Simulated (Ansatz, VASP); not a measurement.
## Two plane-wave programs on AlRu

```xyz
2
Lattice="2.9916 0.0000 0.0000 0.0000 2.9916 0.0000 0.0000 0.0000 2.9916" Properties=species:S:1:pos:R:3 pbc="T T T"
Al   -0.4243   -0.4243   -0.6000
Ru    1.4958    1.4958    1.4958
```

Alike in both runs: task single point; functional PBEsol; k mesh 16 × 16 × 16; occupations gaussian, width 0.15 eV; no spin polarisation.

```csv
,VASP,Ansatz
version,VASP 6.6.1,Ansatz 0.2.0
potentials or method,"VASP PAW PBE potentials, release 64 (Al, Ru_pv), cutoff 520 eV","scalar-relativistic, plane waves, PAW"
valence electrons in the cell,17,19
```

Ansatz gave:

| Quantity | Value |
| --- | --- |
| gap on the k mesh at the Fermi level (eV) | none |
| rms of the force components (eV/Å) | 11.612 |

Task: Estimate VASP's values.

Result: gap on the k mesh at the Fermi level (eV): none; rms of the force components (eV/Å): 11.728.

VASP's potentials were made for PBE, not for PBEsol. Atom by atom the forces differ by 0.116 eV/Å (rms over components). A gap of «none» marks a metal or a gap that the smearing closes. VASP's potentials hold 17 valence electrons a cell and Ansatz's 19, so a difference there can come from the potentials and not from the codes.
